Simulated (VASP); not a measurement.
# K16Na (a cell with a defect) in VASP: notebook, part 2 of 2

VASP 6.6.1. Earlier steps stand in the parts before.

## 3. Single point, r2SCAN

POSCAR reads:

```
K16Na
1.0
   10.4600000000      0.0000000000      0.0000000000
    0.0000000000     10.4600000000      0.0000000000
    0.0000000000      0.0000000000     10.4600000000
K Na
16 1
Direct
    0.0307074570     -0.0061759082     -0.0471319312
    0.4210516252      0.0305736138     -0.0257074570
   -0.0671223709      0.5190917782      0.0067686424
    0.0317782027     -0.0412523901      0.4861185468
    0.2535564054      0.1921510516      0.2559082218
    0.4690726577      0.5278776291      0.0428107075
    0.5177915870     -0.0445124283      0.5453346080
    0.7930783939      0.1762906310      0.2822466539
    0.0366634799      0.5154110899      0.4850382409
    0.2097705545      0.7420936902      0.2554780115
    0.2321988528      0.2393116635      0.7251625239
    0.4853441683      0.5715391969      0.4916826004
    0.7464053537      0.7405162524      0.2349043977
    0.7752390057      0.2285181644      0.7217590822
    0.2368164436      0.7100382409      0.7676195029
    0.7804684512      0.7386902486      0.7431644359
    0.6129063098      0.2785850860     -0.0196653920
```

INCAR.step1 reads:

```
ALGO = Normal
EDIFF = 1E-4
ENCUT = 520
GGA = PE
ISMEAR = -1
LASPH = True
LCHARG = False
LREAL = Auto
LWAVE = True
NBANDS = 90
NELM = 60
PREC = Accurate
SIGMA = 0.15
```

INCAR.step2 reads:

```
ALGO = Normal
EDIFF = 1E-6
ENCUT = 520
ISIF = 2
ISMEAR = -1
ISTART = 1
LASPH = True
LCHARG = False
LMIXTAU = True
LREAL = Auto
LWAVE = False
METAGGA = R2SCAN
NBANDS = 90
NELM = 60
PREC = Accurate
SIGMA = 0.15
```

KPOINTS reads:

```
k-points
0
Gamma
  1 1 1
```

Potentials or basis: VASP PAW PBE potentials, release 64 (K_sv, Na_pv).

Launch:

```bash
> cat potpaw_PBE.64/K_sv/POTCAR potpaw_PBE.64/Na_pv/POTCAR > POTCAR
> cp INCAR.step1 INCAR
> mpirun -np 1 vasp_gam > vasp.out
> cp INCAR.step2 INCAR
> mpirun -np 1 vasp_gam > vasp.out
```

OUTCAR:

```text
EDIFF = 1E-6
   ENCUT = 520
   ISIF = 2
   ISMEAR = -1
   ISTART = 1
   LASPH = True
   LREAL = Auto
   METAGGA = R2SCAN
   NELM = 60
   PREC = Accurate

 ion  position               nearest neighbor table
   1  0.031  0.994  0.953-
   2  0.421  0.031  0.974-  17 3.28
   3  0.933  0.519  0.007-
   4  0.032  0.959  0.486-  10 3.80
   5  0.254  0.192  0.256-
   6  0.469  0.528  0.043-  17 3.08
   7  0.518  0.955  0.545-
   8  0.793  0.176  0.282-
   9  0.037  0.515  0.485-
  10  0.210  0.742  0.255-   4 3.80
  11  0.232  0.239  0.725-
  12  0.485  0.572  0.492-
  13  0.746  0.741  0.235-
  14  0.775  0.229  0.722-  17 3.24
  15  0.237  0.710  0.768-
  16  0.780  0.739  0.743-
  17  0.613  0.279  0.980-   6 3.08  14 3.24   2 3.28

  LATTYP: Found a simple cubic cell.
 ALAT       =    10.4600000000

  Lattice vectors:

 A1 = (  10.4600000000,   0.0000000000,   0.0000000000)
 A2 = (   0.0000000000,  10.4600000000,   0.0000000000)
[... 184 lines left out ...]
 val. band max:       -0.6208690402   @ k =   0.0000   0.0000   0.0000
 cond. band min:       0.3866873576   @ k =   0.0000   0.0000   0.0000
 fundamental gap:      1.0075563978
 Fermi energy:         0.3042325194

 k-point     1 :       0.0000    0.0000    0.0000
  band No.  band energies     occupation
      1     -33.7208      2.00000
      2     -33.6939      2.00000
      3     -33.6376      2.00000
      4     -33.6328      2.00000
      5     -33.6304      2.00000
      6     -33.6284      2.00000
[... 79 lines left out ...]
     86       0.8059      0.06814
     87       1.4791      0.00079
 [bands above 87 left out]

------------------------ aborting loop because EDIFF is reached ----------------------------------------

  FORCE on cell =-STRESS in cart. coord.  units (eV):
  Direction    XX          YY          ZZ          XY          YZ          ZX
  --------------------------------------------------------------------------------------
  -------------------------------------------------------------------------------------
  Total        5.1516565      5.8615940      5.4617827     -0.5045415      0.5469741     -0.8022563
  in kB        7.2121113      8.2059952      7.6462756     -0.7063378      0.7657417     -1.1231265
  external PRESSURE =       7.6881274 kB  Pullay stress =       0.0000000 kB

 VOLUME and BASIS-vectors are now :
 -----------------------------------------------------------------------------
  energy-cutoff  :      520.00
  volume of cell :     1144.45
      direct lattice vectors                 reciprocal lattice vectors
    10.460000000  0.000000000  0.000000000     0.095602294  0.000000000  0.000000000
     0.000000000 10.460000000  0.000000000     0.000000000  0.095602294  0.000000000
     0.000000000  0.000000000 10.460000000     0.000000000  0.000000000  0.095602294

 POSITION                                       TOTAL-FORCE (eV/Angst)
 -----------------------------------------------------------------------------------
      0.32120     10.39540      9.96700        -0.302479     -0.005062      0.158037
      4.40420      0.31980     10.19110         0.223528     -0.519799      0.033162
      9.75790      5.42970      0.07080         0.243716     -0.326377      0.017295
      0.33240     10.02850      5.08480        -0.055706      0.002520      0.209727
      2.65220      2.00990      2.67680         0.066272      0.292469      0.091986
      4.90650      5.52160      0.44780        -0.254447      0.287645     -0.015980
[... 9 lines left out ...]
      8.16370      7.72670      7.77350        -0.119822      0.019087      0.009365
      6.41100      2.91400     10.25430         0.218268     -0.052782      0.156059
 -----------------------------------------------------------------------------------
    total drift:                               -0.009949     -0.001792      0.019241

  FREE ENERGIE OF THE ION-ELECTRON SYSTEM (eV)
  ---------------------------------------------------
  free  energy   TOTEN  =       -97.0899364815 eV

  energy  without entropy=      -95.8488939557  energy(sigma->0) =      -96.46941522
```

OUTCAR.step1:

```text
EDIFF = 1E-4
   ENCUT = 520
   GGA = PE
   ISMEAR = -1
   LASPH = True
   LREAL = Auto
   NELM = 60
[... 333 lines left out ...]
      2.65220      2.00990      2.67680         0.030105      0.272942      0.103938
      4.90650      5.52160      0.44780        -0.245754      0.302749      0.007579
[... 9 lines left out ...]
      8.16370      7.72670      7.77350        -0.114568      0.024986      0.003014
      6.41100      2.91400     10.25430         0.238001     -0.083397      0.156641
 -----------------------------------------------------------------------------------
    total drift:                               -0.002391     -0.004317      0.005564

  FREE ENERGIE OF THE ION-ELECTRON SYSTEM (eV)
  ---------------------------------------------------
  free  energy   TOTEN  =       -15.8185296680 eV

  energy  without entropy=      -14.6030072650  energy(sigma->0) =      -15.21076847
```

It took 13 min on 1 thread of Intel Xeon Platinum 8259CL at 2.50GHz (Skylake/Cascade Lake), shared host; peak memory 1.1 GiB.

What came out:

| Quantity | Value |
| --- | --- |
| Free energy | -97.0899 eV |
| Pressure | 0.8 GPa |
| Largest force | 0.567 eV/Å |
| Band gap on the k mesh | zero (an odd number of electrons rules out a gap without spin polarisation) |

Forces on the atoms (eV/Å):
```
K   -0.302 -0.005  0.158
K    0.224 -0.520  0.033
K    0.244 -0.326  0.017
K   -0.056  0.003  0.210
K    0.066  0.292  0.092
K   -0.254  0.288 -0.016
K   -0.132  0.170 -0.096
K   -0.111  0.163 -0.088
K   -0.212 -0.229  0.014
K    0.122  0.091 -0.229
K    0.097  0.237 -0.072
K    0.090 -0.401  0.040
K   -0.031  0.207  0.038
K    0.128  0.054 -0.299
K    0.030  0.010  0.033
K   -0.120  0.019  0.009
Na   0.218 -0.053  0.156
```

Caveat: the k points lie up to 0.60 Å⁻¹ apart, too coarse for converged energies and pressures of a metal; the PAW data sets were made with another functional, which shifts forces and pressure a little.

## 4. Single point, r2SCAN

POSCAR reads:

```
K16Na
1.0
   10.4600000000      0.0000000000      0.0000000000
    0.0000000000     10.4600000000      0.0000000000
    0.0000000000      0.0000000000     10.4600000000
K Na
16 1
Direct
    0.0392256214     -0.0037571702     -0.0487954111
    0.4313671128      0.0503824092     -0.0379349904
   -0.0294168260      0.5217112811      0.0065965583
    0.0228298279     -0.0267782027      0.4925621415
    0.2543690249      0.2048661568      0.2451816444
    0.4470363289      0.5347036329      0.0573804971
    0.5223422562     -0.0159942639      0.5490057361
    0.7976577438      0.1526481836      0.2901912046
    0.0415105163      0.5336806883      0.4900764818
    0.1958413002      0.7255066922      0.2456405354
    0.2231453155      0.2555831740      0.7180305927
    0.4917973231      0.5767782027      0.5110229446
    0.7727246654      0.7468642447      0.2385659656
    0.8141395793      0.2455162524      0.7110803059
    0.2670745698      0.7177724665      0.7856500956
    0.7489483748      0.7400764818      0.7403728489
    0.6480497132      0.2911281071     -0.0285468451
```

INCAR.step1 reads:

```
  PREC = Accurate
  ENCUT = 520
  ISMEAR = -1
  SIGMA = 0.15
  LREAL = Auto
  LASPH = T
  NELM = 80
  NBANDS = 90
  GGA = PE
  ALGO = Normal
  EDIFF = 1E-4
  LWAVE = T
  LCHARG = F
```

INCAR.step2 reads:

```
  PREC = Accurate
  ENCUT = 520
  EDIFF = 1E-6
  ISMEAR = -1
  SIGMA = 0.15
  LREAL = Auto
  LASPH = T
  NELM = 80
  ALGO = Normal
  ISIF = 2
  LWAVE = F
  LCHARG = F
  METAGGA = R2SCAN
  LMIXTAU = T
  NBANDS = 90
  ISTART = 1
```

KPOINTS reads:

```
Automatic mesh
0
Gamma
  1 1 1
```

Launch:

```bash
> cat potpaw_PBE.64/K_sv/POTCAR potpaw_PBE.64/Na_pv/POTCAR > POTCAR
> cp INCAR.step1 INCAR
> mpirun -np 1 vasp_gam > vasp.out
> cp INCAR.step2 INCAR
> mpirun -np 1 vasp_gam > vasp.out
```

Run time: 9.4 min. Hardware: 1 thread of Intel Xeon Platinum 8259CL at 2.50GHz (Skylake/Cascade Lake), shared host; peak memory 1.1 GiB.

The run converged. Its results:

```yaml
Free_energy: -96.9937 eV
Pressure: 0.8 GPa
Largest_force: 0.460 eV/Å
Band_gap_on_the_k_mesh: zero (an odd number of electrons rules out a gap without spin polarisation)
```

Forces in eV/Å, atoms in the order of the input:
```
K   -0.313 -0.038  0.125
K    0.224 -0.395  0.073
K    0.024 -0.316 -0.082
K    0.171 -0.172  0.228
K   -0.006  0.199  0.151
K    0.072 -0.019 -0.004
K   -0.171  0.120 -0.141
K   -0.157  0.326 -0.242
K   -0.212 -0.225  0.113
K    0.232  0.339 -0.065
K    0.191  0.204 -0.029
K    0.043 -0.366 -0.123
K   -0.224  0.060 -0.021
K   -0.033  0.066 -0.223
K   -0.122  0.071 -0.106
K    0.122  0.006  0.183
Na   0.161  0.140  0.162
```

Stress tensor (GPa, compression positive):
```
 0.84 -0.06 -0.10
-0.06  0.66  0.06
-0.10  0.06  0.82
```

Levels at points of the mesh, in eV from the Fermi level:
| k point | band 71 | band 72 | band 73 | band 74 | band 75 | band 76 | band 77 | band 78 |
| --- | --- | --- | --- | --- | --- | --- | --- | --- |
| (0.00, 0.00, 0.00) | -1.05 | -1.02 | -0.97 | -0.93 | 0.12 | 0.18 | 0.21 | 0.25 |

Caveat: the k points lie up to 0.60 Å⁻¹ apart, too coarse for converged energies and pressures of a metal; the PAW data sets were made with another functional, which shifts forces and pressure a little.

## 5. The runs side by side

```csv
cell,gap on the mesh (eV),pressure (GPa),largest force (eV/Å)
"as given, atomic positions A",none,0.6,0.34
"as given, atomic positions B",none,0.8,0.57
"as given, atomic positions C",none,0.8,0.46
```

Alike in all rows: task single point; level r2SCAN; potentials or basis VASP PAW PBE potentials, release 64 (K_sv, Na_pv); no spin polarisation; k mesh 1 × 1 × 1; cutoff (eV) 520; smearing fermi-dirac 0.15 eV.

Caveats: all runs use coarse meshes; the PAW data sets were made with another functional, which shifts forces and pressure a little.

Total energies depend on the potentials used, so only differences within one code and one set of settings carry meaning.

The gap in the log of VASP goes by the Fermi energy; the results here count the filled bands.